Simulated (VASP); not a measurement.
The system is MnS.

```xyz
2
Lattice="0.0000 2.8000 2.8000 2.8000 0.0000 2.8000 2.8000 2.8000 0.0000" Properties=species:S:1:pos:R:3 pbc="T T T"
Mn    0.0000    0.0000    0.0000
S     1.4000    1.4000    1.4000
```

Base run:

- Program: VASP 6.6.1
- Functional: r2SCAN
- Potentials or basis: VASP PAW PBE potentials, release 64 (Mn_pv, S)
- Cutoff: 520 eV
- k mesh: 10 × 10 × 10
- Occupations: fermi-dirac, width 0.15 eV
- Spin: collinear spin, ferromagnetic start
- Starting moments: [2.8, 0.0] μB

Its results: pressure 1.7 GPa; net moment 4.99 μB per cell; site moments Mn +4.46; S +0.07 μB.

Question: The run is repeated on the same cell with these changes: functional from r2SCAN to LDA; potentials or basis from VASP PAW PBE potentials, release 64 (Mn_pv, S) to VASP PAW LDA potentials, release 64 (Mn_pv, S). What comes out?

Answer: Pressure -7.3 GPa; net moment 4.57 μB per cell; site moments Mn +4.06; S +0.06 μB.

Caveats: a cell with one magnetic atom can't hold antiferromagnetic order, which such compounds often take; the PAW data sets were made with another functional, which shifts forces and pressure a little (at least some runs); the cell stands under tension (at least some runs).
